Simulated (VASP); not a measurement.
# C (P6_3/mmc) in VASP: further runs

The runs below take C through single point, relaxation of the atoms, with PBEsol.

All numbers are computed with VASP 6.6.1; they aren't measurements. Logs are shortened: lines on timing, memory, paths and dates and some standing lists are left out, and cuts for length are marked.

## (1) The cell of the first run

The structure is hexagonal, space group P6_3/mmc (No. 194). The conventional cell has a = 2.499 Å, b = 2.499 Å, c = 4.119 Å, α = 90.00°, β = 90.00°, γ = 120.00°. Within 2.0 Å of C (site symmetry 3m) lie 4 C at 1.53 to 1.54 Å.

## (2) Single point, PBEsol

INCAR reads:

```
SYSTEM = C
PREC = Accurate
ENCUT = 520
EDIFF = 1E-6
ISMEAR = 0
SIGMA = 0.01
LREAL = .FALSE.
LASPH = .TRUE.
NELM = 60
ALGO = Normal
ISIF = 2
LWAVE = .FALSE.
LCHARG = .TRUE.
GGA = PS
LELF = .TRUE.
LVHAR = .TRUE.
NBANDS = 16
```

KPOINTS reads:

```
Automatic mesh
0
G
  9 9 6
  0 0 0
```

POSCAR reads:

```
C
1.0
    2.4991218368      0.0000000000      0.0000000000
   -1.2495609184      2.1643029978      0.0000000000
    0.0000000000      0.0000000000      4.1189829197
C
4
Direct
    0.3333333333      0.6666666667     -0.0002610710
    0.6666666667      0.3333333333      0.4997389290
    0.3333333333      0.6666666667      0.3742610710
    0.6666666667      0.3333333333      0.8742610710
```

Potentials or basis: VASP PAW PBE potentials, release 64 (C).

The run is started by

```console
$ cat potpaw_PBE.64/C/POTCAR > POTCAR
$ mpirun -np 1 vasp_std > vasp.out
```

OUTCAR:

```text
SYSTEM = C
   PREC = Accurate
   ENCUT = 520
   EDIFF = 1E-6
   ISMEAR = 0
   LREAL = .FALSE.
   LASPH = .TRUE.
   NELM = 60
   ISIF = 2
   GGA = PS

 ion  position               nearest neighbor table
   1  0.333  0.667  1.000-   4 1.53   4 1.53   4 1.53   3 1.54
   2  0.667  0.333  0.500-   3 1.53   3 1.53   3 1.53   4 1.54
   3  0.333  0.667  0.374-   2 1.53   2 1.53   2 1.53   1 1.54
   4  0.667  0.333  0.874-   1 1.53   1 1.53   1 1.53   2 1.54

  LATTYP: Found a hexagonal cell.
 ALAT       =     2.4991218368
 C/A-ratio  =     1.6481721135

  Lattice vectors:

 A1 = (   2.4991218368,   0.0000000000,   0.0000000000)
 A2 = (  -1.2495609184,   2.1643029978,   0.0000000000)
 A3 = (   0.0000000000,   0.0000000000,   4.1189829197)

Analysis of symmetry for initial positions (statically):
=====================================================================
 Subroutine PRICEL returns:
 Original cell was already a primitive cell.

 Routine SETGRP: Setting up the symmetry group for a
 hexagonal supercell.

 Subroutine GETGRP returns: Found 24 space group operations
 (whereof  6 operations were pure point group operations)
 out of a pool of 24 trial point group operations.

The static configuration has the point symmetry C_3v.
 The point group associated with its full space group is D_6h.

Analysis of symmetry for dynamics (positions and initial velocities):
=====================================================================
 Subroutine PRICEL returns:
 Original cell was already a primitive cell.

 Routine SETGRP: Setting up the symmetry group for a
 hexagonal supercell.

 Subroutine GETGRP returns: Found 24 space group operations
 (whereof  6 operations were pure point group operations)
 out of a pool of 24 trial point group operations.

The dynamic configuration has the point symmetry C_3v.
 The point group associated with its full space group is D_6h.

 Subroutine INISYM returns: Found 24 space group operations
 (whereof  6 operations are pure point group operations),
 and found     1 'primitive' translations

----------------------------------------------------------------------------------------

                                     Primitive cell

  volume of cell :      22.2790

  direct lattice vectors                    reciprocal lattice vectors
     2.499121837  0.000000000  0.000000000     0.400140555  0.231021257  0.000000000
    -1.249560918  2.164302998  0.000000000     0.000000000  0.462042515  0.000000000
     0.000000000  0.000000000  4.118982920     0.000000000  0.000000000  0.242778380

  length of vectors
     2.499121837  2.499121837  4.118982920     0.462042515  0.462042515  0.242778380

  position of ions in fractional coordinates (direct lattice)
     0.333333333  0.666666667  0.999738929
     0.666666667  0.333333333  0.499738929
     0.333333333  0.666666667  0.374261071
     0.666666667  0.333333333  0.874261071

  ion indices of the primitive-cell ions
   primitive index   ion index
                 1           1
                 2           2
                 3           3
                 4           4

----------------------------------------------------------------------------------------

 KPOINTS: Automatic mesh

Automatic generation of k-mesh.
 Grid dimensions read from file:
 generate k-points for:    9    9    6

 Generating k-lattice:

  Cartesian coordinates                     Fractional coordinates (reciprocal lattice)
     0.044460062  0.025669029  0.000000000     0.111111111  0.000000000  0.000000000
     0.000000000  0.051338057  0.000000000     0.000000000  0.111111111  0.000000000
     0.000000000  0.000000000  0.040463063     0.000000000  0.000000000  0.166666667

  Length of vectors
     0.051338057  0.051338057  0.040463063

  Shift w.r.t. Gamma in fractional coordinates (k-lattice)
     0.000000000  0.000000000  0.000000000

 Subroutine IBZKPT returns following result:
 ===========================================

 Found     48 irreducible k-points:

 Following reciprocal coordinates:
            Coordinates               Weight
  0.000000  0.000000  0.000000      1.000000
  0.111111 -0.000000  0.000000      6.000000
  0.222222 -0.000000  0.000000      6.000000
  0.333333 -0.000000  0.000000      6.000000
  0.444444 -0.000000  0.000000      6.000000
  0.111111  0.111111  0.000000      6.000000
[... 16 lines left out ...]
  0.333333  0.222222  0.166667     24.000000
  0.333333  0.333333  0.166667      4.000000
 [... further k-points ...]
   k-points           NKPTS =     48   k-points in BZ     NKDIM =     48   number of bands    NBANDS=     16
   number of dos      NEDOS =    301   number of ions     NIONS =      4
   total plane-waves  NPLWV =  12800
   dimension x,y,z NGX =    20 NGY =   20 NGZ =   32
   dimension x,y,z NGXF=    40 NGYF=   40 NGZF=   64
   ions per type =               4
   NGX,Y,Z   is equivalent  to a cutoff of  13.30, 13.30, 12.92 a.u.
   NGXF,Y,Z  is equivalent  to a cutoff of  26.61, 26.61, 25.83 a.u.
 SYSTEM =  C
   PREC   = accura    normal or accurate (medium, high low for compatibility)
   ISTART =      0    job   : 0-new  1-cont  2-samecut
   ICHARG =      2    charge: 1-file 2-atom 10-const
   ISPIN  =      1    spin polarized calculation?
   LNONCOLLINEAR =      F non collinear calculations
   LSORBIT =      F    spin-orbit coupling
   LASPH  =      T    aspherical Exc in radial PAW
   ENCUT  =  520.0 eV  38.22 Ry    6.18 a.u.   4.65  4.65  7.66*2*pi/ulx,y,z
   NELM   =     60;   NELMIN=  2; NELMDL= -5     # of ELM steps
   EDIFF  = 0.1E-05   stopping-criterion for ELM
   LREAL  =      F    real-space projection
   EDIFFG = 0.1E-04   stopping-criterion for IOM
   NSW    =      0    number of steps for IOM
   IBRION =     -1    ionic relax: 0-MD 1-quasi-New 2-CG
   NFREE  =      0    steps in history (QN), initial steepest desc. (CG)
   ISIF   =      2    stress and relaxation
   ISYM   =      2    0-nonsym 1-usesym 2-fastsym
   POTIM  = 0.5000    time-step for ionic-motion
   TEBEG  =    0.0;   TEEND  =   0.0 temperature during run
   PSTRESS=    0.0 pullay stress
   NELECT =      16.0000    total number of electrons
   NUPDOWN=      -1.0000    fix difference up-down
   EMIN   =  10.00;   EMAX   =-10.00  energy-range for DOS
   EFERMI =   0.00;   METHOD = LEGACY
   ISMEAR =     0;   SIGMA  =   0.01  broadening in eV -4-tet -1-fermi 0-gaus
   EFERMI_NEDOS =   21; number of points for ismear=-14 and -15
   IALGO  =     38    algorithm
   IMIX   =      4    mixing-type and parameters
     AMIX     =   0.40;   BMIX     =  1.00
     AMIX_MAG =   1.60;   BMIX_MAG =  1.00
  volume/ion in A,a.u.               =       5.57        37.59
  Fermi-wavevector in a.u.,A,eV,Ry     =   1.466053  2.770438 29.243156  2.149311
  Thomas-Fermi vector in A             =   2.581836
   LORBIT       =      0    0 simple, 1 ext, 2 COOP (PROOUT), +10 PAW based schemes
   GGA     = PS    functional components
   LHFCALC =     F    Hartree Fock is set to
   AEXX    =    0.0000 exact exchange contribution
   IVDW    =     0    specifies the selected vdW correction
   LEPSILON=     F    determine dielectric tensor
   LRPA    =     F    only Hartree local field effects (RPA)
 non-spin polarized calculation
 Gauss-broadening in eV      SIGMA  =   0.01
  energy-cutoff  :      520.00
  volume of cell :       22.28
 maximum number of plane-waves:       616
 NGX is ok and might be reduce to    20
   NGX =  9   NGY =  9   NGZ = 15

 number of electron      16.0000000 magnetization

 Free energy of the ion-electron system (eV)
  ---------------------------------------------------
  ext. energy  EPLUGINS =         0.00000000
  ---------------------------------------------------
  free energy    TOTEN  =       -38.39236785 eV

  energy without entropy =      -38.39236785  energy(sigma->0) =      -38.39236785

 E-fermi :  10.4393     XC(G=0): -13.5153

 val. band max:       10.2863514448   @ k =   0.0000   0.0000   0.0000
 cond. band min:      13.3134973963   @ k =   0.3333   0.3333   0.0000
 fundamental gap:      3.0271459515
 Fermi energy:        10.4393003679

 k-point     1 :       0.0000    0.0000    0.0000
  band No.  band energies     occupation
      1     -11.8155      2.00000
      2      -5.9403      2.00000
      3      -3.7355      2.00000
      4       7.0210      2.00000
      5       7.0210      2.00000
      6       9.7770      2.00000
[... 8 lines left out ...]
     15      24.8658      0.00000
     16      28.3666      0.00000

 k-point     2 :       0.1111   -0.0000    0.0000
  band No.  band energies     occupation
      1     -11.5062      2.00000
      2      -5.6632      2.00000
      3      -3.4461      2.00000
      4       5.5601      2.00000
      5       6.4131      2.00000
      6       9.0585      2.00000
[... 8 lines left out ...]
     15      25.2000      0.00000
     16      26.5987      0.00000

 k-point     3 :       0.2222   -0.0000    0.0000
  band No.  band energies     occupation
      1     -10.5851      2.00000
      2      -4.8372      2.00000
      3      -2.6197      2.00000
      4       2.5265      2.00000
      5       5.2316      2.00000
      6       6.4660      2.00000
[... 8 lines left out ...]
     15      24.6355      0.00000
     16      26.1099      0.00000

 k-point     4 :       0.3333   -0.0000    0.0000
  band No.  band energies     occupation
      1      -9.0795      2.00000
      2      -3.4817      2.00000
      3      -1.7832      2.00000
      4      -0.2780      2.00000
      5       3.6015      2.00000
      6       4.2145      2.00000
[... 8 lines left out ...]
     15      25.3921      0.00000
     16      26.4846      0.00000
[... 324 lines left out ...]
 k-point    22 :       0.2222    0.2222    0.1667
  band No.  band energies     occupation
      1      -8.0096      2.00000
      2      -3.8193      2.00000
      3      -1.1593      2.00000
      4       1.3131      2.00000
      5       1.4287      2.00000
      6       2.7329      2.00000
[... 8 lines left out ...]
     15      24.0661      0.00000
     16      26.6950      0.00000

 k-point    23 :       0.3333    0.2222    0.1667
  band No.  band energies     occupation
      1      -6.1071      2.00000
      2      -3.3975      2.00000
      3      -1.8814      2.00000
      4       0.2481      2.00000
      5       0.7111      2.00000
      6       2.5948      2.00000
[... 8 lines left out ...]
     15      25.5801      0.00000
     16      26.9164      0.00000

 k-point    24 :       0.3333    0.3333    0.1667
  band No.  band energies     occupation
      1      -4.4165      2.00000
      2      -4.4165      2.00000
      3      -0.9928      2.00000
      4      -0.3291      2.00000
      5      -0.3291      2.00000
      6       2.6698      2.00000
[... 8 lines left out ...]
     15      25.9456      0.00000
     16      25.9456      0.00000

 [... further k-points ...]

------------------------ aborting loop because EDIFF is reached ----------------------------------------

  FORCE on cell =-STRESS in cart. coord.  units (eV):
  Direction    XX          YY          ZZ          XY          YZ          ZX
  --------------------------------------------------------------------------------------
  -------------------------------------------------------------------------------------
  Total        0.1650584      0.1650584      2.0893655      0.0000000     -0.0000000     -0.0000000
  in kB       11.8700522     11.8700522    150.2552020      0.0000000     -0.0000000     -0.0000000
  external PRESSURE =      57.9984355 kB  Pullay stress =       0.0000000 kB

 VOLUME and BASIS-vectors are now :
 -----------------------------------------------------------------------------
  energy-cutoff  :      520.00
  volume of cell :       22.28
      direct lattice vectors                 reciprocal lattice vectors
     2.499121837  0.000000000  0.000000000     0.400140555  0.231021257  0.000000000
    -1.249560918  2.164302998  0.000000000     0.000000000  0.462042515  0.000000000
     0.000000000  0.000000000  4.118982920     0.000000000  0.000000000  0.242778380

 POSITION                                       TOTAL-FORCE (eV/Angst)
 -----------------------------------------------------------------------------------
     -0.00000      1.44287      4.11791         0.000000      0.000000      0.002785
      1.24956      0.72143      2.05842        -0.000000     -0.000000      0.002785
     -0.00000      1.44287      1.54157         0.000000      0.000000     -0.002785
      1.24956      0.72143      3.60107        -0.000000     -0.000000     -0.002785
 -----------------------------------------------------------------------------------
    total drift:                               -0.000000      0.000000      0.000002

  FREE ENERGIE OF THE ION-ELECTRON SYSTEM (eV)
  ---------------------------------------------------
  free  energy   TOTEN  =       -38.3923678534 eV

  energy  without entropy=      -38.3923678534  energy(sigma->0) =      -38.39236785
```

Wall time 6.5 s (1 thread of Intel Xeon 6975P-C (Granite Rapids), shared host); peak memory 0.13 GiB.

What came out:

```
Free energy            : -38.3924 eV
Pressure               : 5.8 GPa
Band gap on the k mesh : 3.03 eV, indirect (least direct gap 4.81 eV)
```

Forces on the atoms (eV/Å):
```
C    0.000  0.000  0.003
C    0.000  0.000  0.003
C    0.000  0.000 -0.003
C    0.000  0.000 -0.003
```

Stress tensor (GPa, compression positive):
```
 1.19  0.00  0.00
 0.00  1.19  0.00
 0.00  0.00 15.03
```

Caveat: the PAW data sets were made with another functional, which shifts forces and pressure a little. A k mesh can miss the band edges.

## (3) Single point, PBEsol

INCAR reads:

```
PREC = Accurate ; ENCUT = 520
EDIFF = 1E-6 ; ISMEAR = 0
SIGMA = 0.01 ; LREAL = F
LASPH = T ; NELM = 80
ALGO = Normal ; ISIF = 2
LWAVE = F ; LCHARG = F
GGA = PS ; NBANDS = 16
```

KPOINTS reads:

```
regular mesh
0
Gamma
  9 9 6
```

POSCAR is that of step 2.

Potentials or basis: VASP PAW PBE potentials, release 64 (C).

The run is started by

```console
$ cat potpaw_PBE.64/C/POTCAR > POTCAR
$ mpirun -np 1 vasp_std > vasp.out
```

It took 5.9 s on 1 thread of Intel Xeon 6975P-C (Granite Rapids), shared host; peak memory 0.13 GiB.

The run converged. Its results:

- Free energy: -38.3924 eV
- Pressure: 5.8 GPa
- Band gap on the k mesh: 3.03 eV, indirect (least direct gap 4.81 eV)

Forces on the atoms (eV/Å):
```
C    0.000  0.000  0.003
C    0.000  0.000  0.003
C    0.000  0.000 -0.003
C    0.000  0.000 -0.003
```

Stress tensor (GPa, compression positive):
```
 1.19  0.00  0.00
 0.00  1.19  0.00
 0.00  0.00 15.03
```

Levels at points of the mesh, in eV from the valence-band top:
| k point | band 6 | band 7 | band 8 | band 9 | band 10 | band 11 |
| --- | --- | --- | --- | --- | --- | --- |
| (0.00, 0.00, 0.00) | -0.51 | 0.00 | 0.00 | 4.81 | 4.81 | 5.60 |
| (0.00, 0.00, 0.50) | -1.97 | -1.97 | -1.97 | 7.19 | 7.19 | 7.19 |

Caveat: the PAW data sets were made with another functional, which shifts forces and pressure a little.

## (4) Relaxation of the atoms, PBEsol (strained cell)

INCAR reads:

```
ALGO = Normal ; EDIFF = 1E-6
EDIFFG = -0.002 ; ENCUT = 520
GGA = PS ; IBRION = 2
ISIF = 2 ; ISMEAR = 0
LASPH = True ; LCHARG = False
LREAL = False ; LWAVE = False
NELM = 100 ; NSW = 60
PREC = Accurate ; SIGMA = 0.02
```

KPOINTS reads:

```
k-points
0
Gamma
  9 9 6
```

POSCAR reads:

```
C
1.0
    2.4532498523      0.0000000000      0.0000000000
   -1.2266249262      2.1245766939      0.0000000000
    0.0000000000      0.0000000000      4.1189829197
C
4
Direct
    0.3333333333      0.6666666667     -0.0002927326
    0.6666666667      0.3333333333      0.4997072674
    0.3333333333      0.6666666667      0.3742927326
    0.6666666667      0.3333333333      0.8742927326
```

The run is started by

```console
$ cat potpaw_PBE.64/C/POTCAR > POTCAR
$ mpirun -np 1 vasp_std > vasp.out
```

Run time: 8.2 s. Hardware: 1 thread of Intel Xeon 6975P-C (Granite Rapids), shared host; peak memory 0.12 GiB.

Results (log left out):

* Free energy: -38.3191 eV
* Energy gained by relaxing: 0.1 meV/atom
* Ionic steps: 3
* Pressure after relaxing: 24.3 GPa
* Band gap on the k mesh: 2.81 eV, indirect (least direct gap 5.07 eV)

Stress tensor (GPa, compression positive):
```
28.17  0.00  0.00
 0.00 28.17  0.00
 0.00  0.00 16.59
```

Step by step:
```
step  energy change (eV)  largest force (eV/Å)  pressure (GPa)
   1              0.0000                0.1323           24.40
   2              0.0031                0.3754           24.11
   3             -0.0004                0.0000           24.31
```

Final structure:
```xyz
4
Lattice="2.4532 0.0000 0.0000 -1.2266 2.1246 0.0000 0.0000 0.0000 4.1190" Properties=species:S:1:pos:R:3 pbc="T T T"
C     0.0000    1.4164    0.0005
C     1.2266    0.7082    2.0600
C     0.0000    1.4164    1.5400
C     1.2266    0.7082    3.5995
```

Levels at points of the mesh, in eV from the valence-band top:
```
           k point  band 5  band 6  band 7  band 8  band 9  band 10  band 11  band 12
(0.00, 0.00, 0.00)   -3.20   -0.62    0.00    0.00    5.07     5.07     5.20     9.01
(0.00, 0.00, 0.50)   -1.92   -1.92   -1.92   -1.92    7.43     7.43     7.43     7.43
```

Caveat: the cell differs from its parent crystal (strained cell); the PAW data sets were made with another functional, which shifts forces and pressure a little. A k mesh can miss the band edges.
